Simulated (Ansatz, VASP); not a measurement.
# LaAl2N3: VASP beside Ansatz

```
La Al N
1.0
     3.72736    0.00000    0.00000
     0.00000    3.72736    0.00000
     0.00000    0.00000    7.22438
La Al N
1 2 3
Direct
  0.50000 0.50000 0.32768
  0.50000 0.50000 0.73680
  0.00000 0.00000 0.60628
  0.50000 0.00000 0.67905
  0.00000 0.50000 0.67905
  0.00000 0.00000 0.32978
```

Alike in both runs: functional PBE; k mesh 4 × 4 × 4; occupations gaussian, width 0.1 eV; no spin polarisation.

Ansatz relaxed the structure, and its values are those at the end. VASP's run is a single point on that final structure, the one shown.

```csv
,VASP,Ansatz
version,VASP 6.6.1,Ansatz 0.2.0
potentials or method,"VASP PAW PBE potentials, release 64 (La, Al, N), cutoff 520 eV","scalar-relativistic, plane waves, PAW"
valence electrons in the cell,32,32
```

VASP gave:

* gap on the k mesh at the Fermi level (eV): none
* pressure (GPa): 0.0
* rms of the force components (eV/Å): 0.005

**Question.** Which values does Ansatz return?

**Answer.** gap on the k mesh at the Fermi level (eV): none; pressure (GPa): 0.1; rms of the force components (eV/Å): 0.004.

A gap of «none» marks a metal or a gap that the smearing closes.

The k mesh is coarse, so the values compare programs but aren't converged. Neither program's run includes spin-orbit coupling.
